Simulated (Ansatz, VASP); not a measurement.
**CsI in VASP and in Ansatz**

INCAR

```
PREC     = Accurate       # precision mode
ENCUT    = 500            # plane-wave cutoff, eV
EDIFF    = 1E-6           # SCF threshold, eV
ISMEAR   = -1             # smearing method
SIGMA    = 0.01           # smearing width, eV
LREAL    = False          # projectors in reciprocal space
LASPH    = True           # aspherical terms in the spheres
NELM     = 120            # most SCF steps
ALGO     = Normal         # electronic algorithm
ISIF     = 2              # what is computed and relaxed
LWAVE    = False          # write WAVECAR
LCHARG   = False          # write CHGCAR
GGA      = CA             # functional
NBANDS   = 15             # bands
GGA_COMPAT= False
```

The input KPOINTS:

```
Automatic mesh
0
Gamma
  7 7 7
```

POSCAR

```
CsI
1.0
    4.6267950494      0.0000000000      0.0000000000
    0.0000000000      4.6267950494      0.0000000000
    0.0000000000      0.0000000000      4.6267950494
Cs I
1 1
Direct
    0.0000000000      0.0000000000      0.0000000000
    0.5000000000      0.5000000000      0.5000000000
```

Input for Ansatz:

```yaml
crystal:
  lattice:
    - [4.6267950494, 0.0, 0.0]
    - [0.0, 4.6267950494, 0.0]
    - [0.0, 0.0, 4.6267950494]
  atoms:
    - { symbol: Cs, position: [0.0, 0.0, 0.0] }
    - { symbol: I, position: [0.5, 0.5, 0.5] }
kpoints:
  mp_grid: { grid: [7, 7, 7] }
  band_path:
    path:
      - [0.0, 0.0, 0.0]
      - [0.0, 0.5, 0.0]
      - [0.5, 0.5, 0.0]
      - [0.0, 0.0, 0.0]
      - [0.5, 0.5, 0.5]
      - [0.0, 0.5, 0.0]
      - [0.5, 0.5, 0.5]
      - [0.5, 0.5, 0.0]
    npoints: 5
scf:
  occupations: { method: fermi_dirac, width: 0.01 }
hamiltonian:
  xc: lda
  pseudopotentials: { kind: all_electron, lapw: { basis_error: 0.00025 } }
output:
  forces: true
  stress: true
  eigenvalues: true
```

Change from the starting cell: volume scaled by 1.04.

Alike in both runs: task single point; functional LDA; k mesh 7 × 7 × 7; occupations fermi-dirac, width 0.01 eV; no spin polarisation.

```csv
,VASP,Ansatz
version,VASP 6.6.1,Ansatz 0.2.0
potentials or method,"VASP PAW LDA potentials, release 64 (Cs_sv, I), cutoff 500 eV","all-electron LAPW, scalar-relativistic"
```

|  | VASP | Ansatz | Ansatz less VASP |
| --- | --- | --- | --- |
| gap on the k mesh at the Fermi level (eV) | 3.44 | 3.43 | -0.009 |
| pressure (GPa) | -1.7 | -1.7 | -0.03 |

LDA's correlation is that of Perdew and Zunger in VASP and of Perdew and Wang (1992) in Ansatz. Ansatz ran all-electron here, and VASP with PAW potentials.

Spin-orbit coupling is off throughout.
